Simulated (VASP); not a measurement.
# W16F (a cell with a defect) in VASP: single point with LDA

Aim: the single point of W16F (a cell with a defect) with LDA.

All numbers are computed with VASP 6.6.1; they aren't measurements. Logs are shortened: lines on timing, memory, paths and dates and some standing lists are left out, and cuts for length are marked.

### 1 The cell of the first run

The cell holds a defect, 17 atoms: a = 6.320 Å, b = 6.320 Å, c = 6.320 Å, α = 90.00°, β = 90.00°, γ = 90.00°.

### 2 Single point, LDA

Input file INCAR:

```
PREC     = Accurate       # precision mode
ENCUT    = 520            # plane-wave cutoff, eV
EDIFF    = 1E-6           # SCF threshold, eV
ISMEAR   = 0              # smearing method
SIGMA    = 0.05           # smearing width, eV
LREAL    = Auto         
LASPH    = True           # aspherical terms in the spheres
NELM     = 60             # most SCF steps
ALGO     = Normal         # electronic algorithm
ISIF     = 2              # what is computed and relaxed
LWAVE    = False          # write WAVECAR
LCHARG   = True           # write CHGCAR
LELF     = True           # ELF
LVHAR    = True         
NBANDS   = 130            # bands
```

Input file KPOINTS:

```
regular mesh
0
Gamma
  3 3 3
```

Input file POSCAR:

```
W16F
1.0
    6.3200000000      0.0000000000      0.0000000000
    0.0000000000      6.3200000000      0.0000000000
    0.0000000000      0.0000000000      6.3200000000
W F
16 1
Direct
   -0.0343738924     -0.0147924051      0.0137590190
    0.5341729430     -0.0147906646      0.0137580696
    0.0003667722      0.4976893987      0.0011463608
    0.0003651899     -0.0021776899      0.5012778481
    0.2499158228      0.2516609177      0.2571558544
    0.4994674051      0.4976873418      0.0011468354
    0.4994689873     -0.0021784810      0.5012800633
    0.7499267405      0.2500816456      0.2514202532
   -0.0060126582      0.5040045886      0.4949639241
    0.2499223101      0.7469658228      0.2520028481
    0.2499169304      0.2881754747      0.7107906646
    0.5058444620      0.5040121835      0.4949560127
    0.7499401899      0.7419761076      0.2569898734
    0.7499094937      0.2525188291      0.7464471519
    0.2499155063      0.7418123418      0.7473034810
    0.7499264241      0.7475465190      0.7488868671
    0.2500075949      0.0688341772     -0.0698612342
```

Potentials or basis: VASP PAW LDA potentials, release 64 (W_sv, F).

Launch:

```sh
$ cat potpaw_LDA.64/W_sv/POTCAR potpaw_LDA.64/F/POTCAR > POTCAR
$ mpirun -np 1 vasp_std > vasp.out
```

OUTCAR:

```text
PREC = Accurate
   ENCUT = 520
   EDIFF = 1E-6
   ISMEAR = 0
   LREAL = Auto
   LASPH = True
   NELM = 60
   ISIF = 2

 ion  position               nearest neighbor table
   1  0.966  0.985  0.014-  17 1.95  13 2.57  16 2.63   8 2.63   2 2.73  14 2.75  10 2.79   5 2.90
                            15 2.90   3 3.09   4 3.09   4 3.25   3 3.25  11 3.25
   2  0.534  0.985  0.014-  17 1.95  13 2.57  16 2.63   8 2.63   1 2.73  14 2.75  10 2.79   5 2.90
                            15 2.90   7 3.09   6 3.09   7 3.25   6 3.25  11 3.25
   3  0.000  0.498  0.001-  15 2.73   8 2.73  10 2.74  14 2.74  13 2.74   5 2.74  16 2.75  11 2.76
                             1 3.09   9 3.12   6 3.15   6 3.17   9 3.20   1 3.25
   4  0.000  0.998  0.501-   5 2.73  16 2.73  10 2.74  14 2.74  13 2.74  15 2.74   8 2.75  11 2.76
                             1 3.09   9 3.12   7 3.15   7 3.17   9 3.20   1 3.25
   5  0.250  0.252  0.257-  17 2.37   9 2.72  12 2.72   4 2.73   7 2.73   3 2.74   6 2.74  11 2.88
                             2 2.90   1 2.90  10 3.13   8 3.16   8 3.16  10 3.19  11 3.46
   6  0.499  0.498  0.001-  15 2.73   8 2.73  10 2.74  14 2.74  13 2.74   5 2.74  16 2.75  11 2.76
                             2 3.09  12 3.12   3 3.15   3 3.17  12 3.20   2 3.25
   7  0.499  0.998  0.501-   5 2.73  16 2.73  10 2.74  14 2.74  13 2.74  15 2.74   8 2.75  11 2.76
                             2 3.09  12 3.12   4 3.15   4 3.17  12 3.20   2 3.25
   8  0.750  0.250  0.251-   1 2.63   2 2.63   9 2.71  12 2.71   3 2.73   6 2.73   4 2.75   7 2.75
                            13 3.11  14 3.13   5 3.16   5 3.16  14 3.19  13 3.21
   9  0.994  0.504  0.495-  11 2.52  13 2.63  16 2.71   8 2.71  10 2.71  15 2.72   5 2.72  14 2.73
                            12 3.09   3 3.12   4 3.12   4 3.20   3 3.20  12 3.23
  10  0.250  0.747  0.252-  12 2.71   9 2.71   7 2.74   6 2.74   3 2.74   4 2.74   2 2.79   1 2.79
                            15 3.13   5 3.13  13 3.16  13 3.16   5 3.19  15 3.19
  11  0.250  0.288  0.711-  17 1.96   9 2.52  12 2.52   7 2.76   4 2.76   6 2.76   3 2.76   5 2.88
                            15 2.88  14 3.18  14 3.18   2 3.25   1 3.25  15 3.46   5 3.46
  12  0.506  0.504  0.495-  11 2.52  13 2.63  16 2.71   8 2.71  10 2.71  15 2.72   5 2.72  14 2.73
                             9 3.09   6 3.12   7 3.12   7 3.20   6 3.20   9 3.23
  13  0.750  0.742  0.257-   1 2.57   2 2.57   9 2.63  12 2.63   3 2.74   4 2.74   6 2.74   7 2.74
                             8 3.11  16 3.11  10 3.16  10 3.16  16 3.21   8 3.21
  14  0.750  0.253  0.746-   9 2.73  12 2.73   7 2.74   6 2.74   4 2.74   3 2.74   1 2.75   2 2.75
                             8 3.13  16 3.13  11 3.18  11 3.18  16 3.19   8 3.19
  15  0.250  0.742  0.747-  17 2.37   9 2.72  12 2.72   3 2.73   6 2.73   4 2.74   7 2.74  11 2.88
                             2 2.90   1 2.90  10 3.13  16 3.16  16 3.16  10 3.19  11 3.46
  16  0.750  0.748  0.749-   1 2.63   2 2.63   9 2.71  12 2.71   4 2.73   7 2.73   3 2.75   6 2.75
                            13 3.11  14 3.13  15 3.16  15 3.16  14 3.19  13 3.21
  17  0.250  0.069  0.930-   2 1.95   1 1.95  11 1.96   5 2.37  15 2.37

  LATTYP: Found a simple cubic cell.
 ALAT       =     6.3200000000

  Lattice vectors:

 A1 = (   6.3200000000,   0.0000000000,   0.0000000000)
 A2 = (   0.0000000000,   6.3200000000,   0.0000000000)
 A3 = (   0.0000000000,   0.0000000000,   6.3200000000)

Analysis of symmetry for initial positions (statically):
[... 164 lines left out ...]
  Fermi-wavevector in a.u.,A,eV,Ry     =   1.589382  3.003497 34.370175  2.526137
  Thomas-Fermi vector in A             =   2.688240
   LORBIT       =      0    0 simple, 1 ext, 2 COOP (PROOUT), +10 PAW based schemes
   GGA     = CA    functional components
   LHFCALC =     F    Hartree Fock is set to
   AEXX    =    0.0000 exact exchange contribution
   IVDW    =     0    specifies the selected vdW correction
   LEPSILON=     F    determine dielectric tensor
   LRPA    =     F    only Hartree local field effects (RPA)
 non-spin polarized calculation
 Gauss-broadening in eV      SIGMA  =   0.05
  energy-cutoff  :      520.00
  volume of cell :      252.44
 maximum number of plane-waves:      6859
   NGX = 23   NGY = 23   NGZ = 23

 number of electron     231.0000003 magnetization

 Free energy of the ion-electron system (eV)
  ---------------------------------------------------
  ext. energy  EPLUGINS =         0.00000000
  ---------------------------------------------------
  free energy    TOTEN  =      -224.92445090 eV

  energy without entropy =     -224.90516137  energy(sigma->0) =     -224.91480613

 E-fermi :  11.7373     XC(G=0): -13.9693

 val. band max:       11.7188984040   @ k =   0.3333   0.0000   0.0000
 cond. band min:      11.7452775239   @ k =   0.0000   0.3333   0.3333
 fundamental gap:      0.0263791199
 Fermi energy:        11.7373429538

 k-point     1 :       0.0000    0.0000    0.0000
  band No.  band energies     occupation
      1     -62.0690      2.00000
      2     -62.0230      2.00000
      3     -61.9970      2.00000
      4     -61.9861      2.00000
      5     -61.9840      2.00000
      6     -61.8728      2.00000
[... 1289 lines left out ...]
    126      13.4624      0.00000
    127      13.6542      0.00000
 [bands above 127 left out]

------------------------ aborting loop because EDIFF is reached ----------------------------------------

  FORCE on cell =-STRESS in cart. coord.  units (eV):
  Direction    XX          YY          ZZ          XY          YZ          ZX
  --------------------------------------------------------------------------------------
  -------------------------------------------------------------------------------------
  Total       18.1944906     10.1985493     10.1985493     -0.0139424     -6.5866415      0.0139432
  in kB      115.4779987     64.7288284     64.7288284     -0.0884903    -41.8045328      0.0884953
  external PRESSURE =      81.6452185 kB  Pullay stress =       0.0000000 kB

 VOLUME and BASIS-vectors are now :
 -----------------------------------------------------------------------------
  energy-cutoff  :      520.00
  volume of cell :      252.44
      direct lattice vectors                 reciprocal lattice vectors
     6.320000000  0.000000000  0.000000000     0.158227848  0.000000000  0.000000000
     0.000000000  6.320000000  0.000000000     0.000000000  0.158227848  0.000000000
     0.000000000  0.000000000  6.320000000     0.000000000  0.000000000  0.158227848

 POSITION                                       TOTAL-FORCE (eV/Angst)
 -----------------------------------------------------------------------------------
      6.10276      6.22651      0.08696        -0.182223     -0.038649      0.038649
      3.37597      6.22652      0.08695         0.209906     -0.046964      0.046964
      0.00232      3.14540      0.00725        -0.003034     -0.006087      0.006772
      0.00231      6.30624      3.16808        -0.003034     -0.006772      0.006087
      1.57947      1.59050      1.62522         0.000406      0.009612     -0.021945
      3.15663      3.14538      0.00725         0.003744     -0.004529      0.006904
[... 9 lines left out ...]
      4.73954      4.72449      4.73297        -0.001734     -0.008243     -0.001755
      1.58005      0.43503      5.87848        -0.025528     -0.015150      0.015150
 -----------------------------------------------------------------------------------
    total drift:                                0.000815      0.289754      0.280124

  FREE ENERGIE OF THE ION-ELECTRON SYSTEM (eV)
  ---------------------------------------------------
  free  energy   TOTEN  =      -224.9244508990 eV

  energy  without entropy=     -224.9051613704  energy(sigma->0) =     -224.91480613
```

OSZICAR:

```text
N       E                     dE             d eps       ncg     rms          rms(c)
DAV:   1     0.359931501256E+04    0.35993E+04   -0.13008E+05  2600   0.211E+03
DAV:   2     0.944791910194E+02   -0.35048E+04   -0.34468E+04  2600   0.718E+02
DAV:   3    -0.215860698292E+03   -0.31034E+03   -0.29586E+03  2972   0.184E+02
DAV:   4    -0.235179892357E+03   -0.19319E+02   -0.18626E+02  3072   0.363E+01
DAV:   5    -0.235991580797E+03   -0.81169E+00   -0.79679E+00  3104   0.660E+00    0.905E+01
DAV:   6    -0.227296802038E+03    0.86948E+01   -0.17772E+01  3096   0.190E+01    0.379E+01
DAV:   7    -0.226005091658E+03    0.12917E+01   -0.17783E+01  3216   0.200E+01    0.690E+00
DAV:   8    -0.224946219169E+03    0.10589E+01   -0.65796E+00  3224   0.115E+01    0.232E+00
DAV:   9    -0.224941295262E+03    0.49239E-02   -0.47116E-01  3112   0.285E+00    0.135E+00
DAV:  10    -0.224926921247E+03    0.14374E-01   -0.74836E-02  3312   0.165E+00    0.421E-01
DAV:  11    -0.224924869847E+03    0.20514E-02   -0.19125E-02  3304   0.782E-01    0.195E-01
DAV:  12    -0.224924546304E+03    0.32354E-03   -0.39744E-03  3304   0.357E-01    0.108E-01
DAV:  13    -0.224924455803E+03    0.90501E-04   -0.82033E-04  3248   0.168E-01    0.831E-02
DAV:  14    -0.224924451022E+03    0.47809E-05   -0.95400E-05  3040   0.473E-02    0.517E-02
DAV:  15    -0.224924451209E+03   -0.18733E-06   -0.27245E-05  3120   0.269E-02    0.109E-02
DAV:  16    -0.224924450899E+03    0.31041E-06   -0.65266E-06  2616   0.148E-02
   1 F= -.22492445E+03 E0= -.22491481E+03  d E =-.192895E-01
```

stdout:

```text
POSCAR found type information on POSCAR W F
 POSCAR found :  2 types and      17 ions
 scaLAPACK will be used
 LDA part: xc-table for (Slater(with rela. corr.)+CA(PZ))
 , standard interpolation
 POSCAR, INCAR and KPOINTS ok, starting setup
 FFT: planning ... GRIDC
 FFT: planning ... GRID_SOFT
 FFT: planning ... GRID
 WAVECAR not read
 entering main loop
```

It took 5.3 min on 1 thread of AMD EPYC 9R45 (Zen 5), shared host; peak memory 0.36 GiB.

What came out:

```yaml
Free_energy: -224.9245 eV
Pressure: 8.2 GPa
Largest_force: 0.220 eV/Å
Band_gap_on_the_k_mesh: zero (an odd number of electrons rules out a gap without spin polarisation)
```

Forces on the atoms (eV/Å):
```
W   -0.182 -0.039  0.039
W    0.210 -0.047  0.047
W   -0.003 -0.006  0.007
W   -0.003 -0.007  0.006
W    0.000  0.010 -0.022
W    0.004 -0.005  0.007
W    0.004 -0.007  0.005
W   -0.002  0.002  0.008
W   -0.010  0.011 -0.011
W    0.000  0.008 -0.008
W    0.001  0.085 -0.085
W    0.011  0.010 -0.010
W   -0.003 -0.011  0.011
W    0.001 -0.004  0.004
W    0.000  0.022 -0.010
W   -0.002 -0.008 -0.002
F   -0.026 -0.015  0.015
```

Levels at points of the mesh, in eV from the Fermi level:
```
           k point  band 113  band 114  band 115  band 116  band 117  band 118
(0.00, 0.00, 0.00)     -0.33     -0.11     -0.10      0.26      0.59      0.63
```

Caveat: spin-orbit coupling is left out, which moves the levels of the heavy elements.

The gap in the log of VASP goes by the Fermi energy; the results here count the filled bands.